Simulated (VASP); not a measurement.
**Re: single point with PBE**

The system is Re.

```
CELL_PARAMETERS angstrom
4.38256 0.00000 0.00000
-2.19128 3.79541 0.00000
0.00000 0.00000 2.74099
ATOMIC_POSITIONS crystal
Re 0.00000 0.00000 0.00000
Re 0.33333 0.66667 0.50000
Re 0.66667 0.33333 0.50000
```

This isn't the form of Re at room conditions, which is hcp.

| Property | Result |
| --- | --- |
| Program | VASP 6.6.1 |
| Task | single point |
| Functional | PBE |
| Potentials or basis | VASP PAW PBE potentials, release 64 (Re_sv_GW) |
| Cutoff | 560 eV |
| k mesh | 9 × 9 × 13 |
| Occupations | fermi-dirac, width 0.08 eV |
| Spin | no spin polarisation |
| Dipole correction | no |
| Further INCAR settings | ALGO = Normal; EDIFF = 1e-06; NBANDS = 30 |

```
Pressure               : -1.5 GPa
Band gap on the k mesh : zero (an odd number of electrons rules out a gap without spin polarisation)
```

Levels at points of the mesh, in eV from the Fermi level:
```
           k point  band 20  band 21  band 22  band 23  band 24  band 25
(0.00, 0.00, 0.00)    -1.87    -0.77    -0.77     0.07     0.07     0.12
```

Wall time 75 s on 1 thread of Intel(R) Xeon(R) Platinum 8375C CPU @ 2.90GHz (Ice Lake), on a shared host, peak memory 0.25 GiB.

Caveat: spin-orbit coupling is left out, which moves the levels of the heavy elements.
